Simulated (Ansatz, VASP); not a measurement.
# GaP4: VASP beside Ansatz

The input INCAR:

```
PREC = Accurate
ENCUT = 600
EDIFF = 1E-7
ISMEAR = 0
SIGMA = 0.1
LREAL = False
LASPH = True
NELM = 60
ALGO = Normal
ISIF = 3
LWAVE = False
LCHARG = False
GGA = PE
IBRION = 2
NSW = 90
EDIFFG = -0.04
```

File KPOINTS:

```
Automatic mesh
0
Gamma
  4 4 6
```

Contents of POSCAR:

```
GaP4
1.0
    5.6432974680      0.0000000000      0.0000000000
    0.0000000000      5.6432974680      0.0000000000
    0.0000000000      0.0000000000      2.5832854323
Ga P
1 4
Direct
    0.0000000000      0.0000000000      0.0000000000
    0.7983100225      0.5000000000      0.0000000000
    0.2016899775      0.5000000000      0.0000000000
    0.5000000000      0.7983100225      0.0000000000
    0.5000000000      0.2016899775      0.0000000000
```

Input for Ansatz:

```yaml
crystal:
  lattice:
    - [5.643297468, 0.0, 0.0]
    - [0.0, 5.643297468, 0.0]
    - [0.0, 0.0, 2.5832854323]
  atoms:
    - { symbol: Ga, position: [0.0, 0.0, 0.0] }
    - { symbol: P, position: [0.7983100225, 0.5, 0.0] }
    - { symbol: P, position: [0.2016899775, 0.5, 0.0] }
    - { symbol: P, position: [0.5, 0.7983100225, 0.0] }
    - { symbol: P, position: [0.5, 0.2016899775, 0.0] }
basis:
  ecutwfc: 420
kpoints:
  mp_grid: { grid: [4, 4, 6] }
hamiltonian:
  xc: pbe
scf:
  occupations: { method: gaussian, width: 0.1 }
  lower_state_search: "off"
output:
  forces: true
  stress: true
  eigenvalues: true
relax:
  adjacent_minimum: "off"
  f_tol: 0.04
  max_steps: 70
  cell: { stress_tol: 0.4 }
```

Alike in both runs: task relaxation of cell and atoms; functional PBE; k mesh 4 × 4 × 6; occupations gaussian, width 0.1 eV; no spin polarisation.

|  | VASP | Ansatz |
| --- | --- | --- |
| version | VASP 6.6.1 | Ansatz 0.2.0 |
| potentials or method | VASP PAW PBE potentials, release 64 (Ga_d, P), cutoff 600 eV | scalar-relativistic, plane waves, PAW |
| valence electrons in the cell | 33 | 33 |

VASP gave:

```
gap on the k mesh at the Fermi level, each at its own relaxed structure (eV) : none
relaxed volume (Å³/atom)                                                     : 16.67
relaxed cell length with the largest relative difference (Å)                 : 5.867
```

Problem. Estimate Ansatz's values.

Solution. gap on the k mesh at the Fermi level, each at its own relaxed structure (eV): none; relaxed volume (Å³/atom): 16.69; relaxed cell length with the largest relative difference (Å): 5.870.

A gap of «none» marks a metal or a gap that the smearing closes.

The k mesh is coarse, so the values compare programs but aren't converged.
